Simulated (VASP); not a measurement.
Input of a VASP 6.6.1 run:

File INCAR:

```
SYSTEM = HC20
ALGO = Normal
DIPOL = 0.5 0.5 0.320
EDIFF = 1E-7
ENCUT = 520
GGA = PE
IDIPOL = 3
ISIF = 2
ISMEAR = 0
LASPH = .True.
LCHARG = .False.
LDIPOL = .True.
LREAL = Auto
LWAVE = .False.
NBANDS = 56
NELM = 100
PREC = Accurate
SIGMA = 0.1
```

Contents of KPOINTS:

```
k-points
0
Gamma
  4 3 1
  0 0 0
```

Contents of POSCAR:

```
HC20
1.0
    8.5436715405      0.0000000000      0.0000000000
   -2.1359178851      8.6110540208      0.0000000000
    0.0000000000      0.0000000000     20.2788032239
C H
20 1
Direct
    0.0782061927      0.9794914374      0.1972502990
    0.5782061927      0.9794914374      0.1972502990
    0.4115395260      0.9794914374      0.1972502990
    0.9115395260      0.9794914374      0.1972502990
    0.3230790521      0.9589828748      0.2574344206
    0.8230790520      0.9589828748      0.2574344206
    0.1564123854      0.9589828748      0.2574344206
    0.6564123854      0.9589828748      0.2574344206
    0.0669022322      0.9383832545      0.3175270258
    0.5669022322      0.9383832545      0.3175270258
    0.4022890672      0.9383830569      0.3175270292
    0.9022890672      0.9383830569      0.3175270292
    0.3111132839      0.9176696404      0.3778998177
    0.8111132839      0.9176696404      0.3778998177
    0.1477212297      0.9176696493      0.3778997293
    0.6477212297      0.9176696493      0.3778997293
    0.0473700365      0.8987970040      0.4329048735
    0.5473700365      0.8987970040      0.4329048735
    0.4020265048      0.8987962851      0.4329053903
    0.9020265048      0.8987962851      0.4329053903
    0.1723700365      1.3987970040      0.3878267316
```

Potentials or basis: VASP PAW PBE potentials, release 64 (C, H).

Command:

```sh
$ cat potpaw_PBE.64/C/POTCAR potpaw_PBE.64/H/POTCAR > POTCAR
$ mpirun -np 1 vasp_std > vasp.out
```

Task: Predict the band gap on the k mesh.

Result: Zero (an odd number of electrons rules out a gap without spin polarisation).

Task: Estimate the largest force.

Result: 7.042 eV/Å.

Forces in eV/Å, atoms in the order of the input:
```
C   -6.944 -0.165  1.155
C   -6.941 -0.163  1.150
C    6.942 -0.167  1.158
C    6.944 -0.166  1.156
C   -0.460  0.166 -1.161
C   -0.453  0.166 -1.162
C    0.464  0.166 -1.165
C    0.464  0.166 -1.170
C   -0.042  0.010 -0.014
C   -0.045  0.007 -0.019
C    0.044  0.004 -0.018
C    0.050  0.006 -0.020
C   -0.085 -0.013  0.036
C   -0.069 -0.007  0.033
C    0.071 -0.004  0.040
C    0.068 -0.005  0.039
C   -0.080  0.006 -0.020
C   -0.076  0.001 -0.001
C    0.073 -0.002 -0.015
C    0.074 -0.002  0.001
H    0.002 -0.005 -0.004
```

Caveat: an odd number of electrons without spin polarisation forces a metal; a magnetic or distorted state may lie lower.
